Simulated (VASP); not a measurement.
Crystal: Ta.

```
CELL_PARAMETERS angstrom
-1.65128 1.65128 1.65128
1.65128 -1.65128 1.65128
1.65128 1.65128 -1.65128
ATOMIC_POSITIONS crystal
Ta 0.00000 0.00000 0.00000
```

- Program: VASP 6.6.1
- Task: relaxation of cell and atoms
- Functional: revPBE
- Dispersion: D3(BJ)
- Potentials or basis: VASP PAW PBE potentials, release 64 (Ta_pv)
- Cutoff: 600 eV
- k mesh: 11 × 11 × 11
- Occupations: fermi-dirac, width 0.05 eV
- Spin: no spin polarisation

At the start: pressure -5.6 GPa; volume 18.01 Å³/atom.

**Question.** Where does the relaxation end?

**Answer.** Over 4 steps the energy falls by 8.8 meV/atom and the volume is 17.52 Å³/atom (-2.7 %); space group Im-3m (No. 229, to 0.05 Å).

Step by step:
```
step  energy change (eV)  largest force (eV/Å)  pressure (GPa)  volume (Å³)
   1              0.0000                0.0000           -5.60        18.01
   2              0.0432                0.0000           16.10        16.42
   3             -0.0088                0.0000           -0.15        17.53
   4             -0.0088                0.0000           -0.03        17.52
```

Final structure:
```
Ta
1.0
    -1.63611    1.63611    1.63611
     1.63611   -1.63611    1.63611
     1.63611    1.63611   -1.63611
Ta
1
Direct
  0.00000 0.00000 0.00000
```

Caveat: the PAW data sets were made with another functional, which shifts forces and pressure a little; pairwise dispersion overbinds metals, which lowers pressure and volume.
